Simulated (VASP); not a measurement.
The system is ZnSb2S6.

```
Zn Sb S
1.0
     0.00000    4.51087    4.51087
     4.51087    0.00000    4.51087
     4.51087    4.51087    0.00000
Zn Sb S
1 2 6
Direct
  0.00000 0.00000 0.00000
  0.25000 0.25000 0.25000
  0.75000 0.75000 0.75000
  0.77533 0.77533 0.22467
  0.77533 0.22467 0.77533
  0.22467 0.77533 0.22467
  0.22467 0.22467 0.77533
  0.22467 0.77533 0.77533
  0.77533 0.22467 0.22467
```

The cell was built from a structure type or drawn by symmetry, and may not be a known phase.

```yaml
Program: VASP 6.6.1
Task: relaxation of cell and atoms
Functional: PBE
Potentials_or_basis: VASP PAW PBE potentials, release 64 (Zn, Sb, S)
Cutoff: 600 eV
k_mesh: 4 × 4 × 4
Occupations: gaussian, width 0.1 eV
Spin: no spin polarisation
```

At the start: pressure 13.5 GPa; volume 20.40 Å³/atom.

**Question.** How do energy, volume and symmetry change on relaxing?

**Answer.** Over 7 steps the energy falls by 498.4 meV/atom and the volume is 19.28 Å³/atom (-5.5 %); space group Fm-3m (No. 225, to 0.1 Å) before and after.

Step by step:
| step | energy change (eV) | largest force (eV/Å) | pressure (GPa) | volume (Å³) |
| --- | --- | --- | --- | --- |
| 1 | 0.0000 | 5.7376 | 13.47 | 183.57 |
| 2 | -2.0666 | 0.3960 | -10.38 | 233.01 |
| 3 | -3.1997 | 0.8381 | -5.39 | 209.82 |
| 4 | -3.2024 | 0.9047 | -5.13 | 209.10 |
| 5 | -3.9348 | 0.7888 | -3.19 | 193.04 |
| 6 | -4.3838 | 0.5482 | 2.38 | 171.20 |
| 7 | -4.4858 | 0.0339 | 0.05 | 173.56 |

Final structure:
```
Zn Sb S
1.0
     0.00000    4.42732    4.42732
     4.42732    0.00000    4.42732
     4.42732    4.42732    0.00000
Zn Sb S
1 2 6
Direct
  0.00000 0.00000 0.00000
  0.25000 0.25000 0.25000
  0.75000 0.75000 0.75000
  0.73529 0.73529 0.26471
  0.73529 0.26471 0.73529
  0.26471 0.73529 0.26471
  0.26471 0.26471 0.73529
  0.26471 0.73529 0.73529
  0.73529 0.26471 0.26471
```
